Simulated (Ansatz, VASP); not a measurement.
# Two plane-wave programs on NiO

Contents of INCAR:

```
  PREC = Accurate
  ENCUT = 600
  EDIFF = 1E-6
  ISMEAR = -1
  SIGMA = 0.05
  LREAL = F
  LASPH = T
  NELM = 200
  ALGO = Normal
  ISIF = 2
  LWAVE = F
  LCHARG = F
  ISPIN = 2
  MAGMOM = 1 0
  LORBIT = 11
  LMAXMIX = 4
  GGA = PE
  NBANDS = 23
  GGA_COMPAT = F
```

KPOINTS

```
Automatic mesh
0
Gamma
  10 10 10
```

Contents of POSCAR:

```
NiO
1.0
    0.0000000000      2.2406300000      2.2406300000
    2.2406300000      0.0000000000      2.2406300000
    2.2406300000      2.2406300000      0.0000000000
Ni O
1 1
Direct
    0.0000000000      0.0000000000      0.0000000000
    0.7500000000      0.7500000000      0.7500000000
```

The input input.yaml:

```yaml
crystal:
  lattice:
    - [0.0, 2.24063, 2.24063]
    - [2.24063, 0.0, 2.24063]
    - [2.24063, 2.24063, 0.0]
  atoms:
    - { symbol: Ni, position: [0.0, 0.0, 0.0], spin: 1.0 }
    - { symbol: O, position: [0.75, 0.75, 0.75] }
hamiltonian:
  xc: pbe
  pseudopotentials: { kind: paw }
magnetization:
  spin_polarized: true
kpoints:
  mp_grid: { grid: [10, 10, 10] }
scf:
  occupations: { method: fermi_dirac, width: 0.05 }
output:
  forces: true
  stress: true
  eigenvalues: true
  write_density: true
  write_potential: true
  elf: true
  volumetric_format: npy
```

Alike in both runs: task single point; functional PBE; k mesh 10 × 10 × 10; occupations fermi-dirac, width 0.05 eV; collinear spin.

|  | VASP | Ansatz |
| --- | --- | --- |
| version | VASP 6.6.1 | Ansatz 0.2.0 |
| potentials or method | VASP PAW PBE potentials, release 64 (Ni_sv_GW, O) | Ansatz PAW |
| plane-wave cutoff (eV) | 600 | 420 |
| valence electrons in the cell | 24 | 24 |

|  | VASP | Ansatz | Ansatz less VASP |
| --- | --- | --- | --- |
| gap on the k mesh at the Fermi level (eV) | none | none | - |
| pressure (GPa) | -1.5 | 0.1 | +1.58 |
| net moment per atom (μB) | 0.97 | 0.97 | -0.002 |
| size of the moment on the site where the two differ most (μB) | 1.53 | 1.46 | -0.065 |

Site moments also hang on the region over which each program counts them. A gap of «none» marks a metal or a gap that the smearing closes.
